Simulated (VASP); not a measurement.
Write the native input for VASP 6.6.1 that does the following.

```
Task                   : single point
Functional             : PBE
Potentials or basis    : VASP PAW PBE potentials, release 64 (Nb_sv)
Cutoff                 : 520 eV
k mesh                 : 22 × 22 × 22
Occupations            : fermi-dirac, width 0.0612256 eV
Spin                   : no spin polarisation
Dipole correction      : no
Further INCAR settings : ALGO = Normal; EDIFF = 1e-07; NBANDS = 12
```

The structure of Nb lies in POSCAR:

```
Nb
1.0
    0.0000000000      2.0805895765      2.0805895765
    2.0805895765      0.0000000000      2.0805895765
    2.0805895765      2.0805895765      0.0000000000
Nb
1
Direct
    0.0000000000      0.0000000000      0.0000000000
```

These files were run (other wordings do the same):

INCAR

```
SYSTEM = Nb
  ALGO = Normal
  EDIFF = 1E-7
  ENCUT = 520
  GGA = PE
  ISIF = 2
  ISMEAR = -1
  LASPH = .True.
  LCHARG = .False.
  LREAL = .False.
  LWAVE = .False.
  NBANDS = 12
  NELM = 60
  PREC = Accurate
  SIGMA = 0.06122561905347299
```

KPOINTS

```
k-points
0
Gamma
  22 22 22
  0 0 0
```

Potentials or basis: VASP PAW PBE potentials, release 64 (Nb_sv).

Launch:

```console
$ cat potpaw_PBE.64/Nb_sv/POTCAR > POTCAR
$ mpirun -np 1 vasp_std > vasp.out
```

It gave:

* Pressure: 6.9 GPa

Run time: 62 s on 1 thread of AMD EPYC 7R13 Processor (Zen 3) (shared host), peak memory 0.16 GiB.
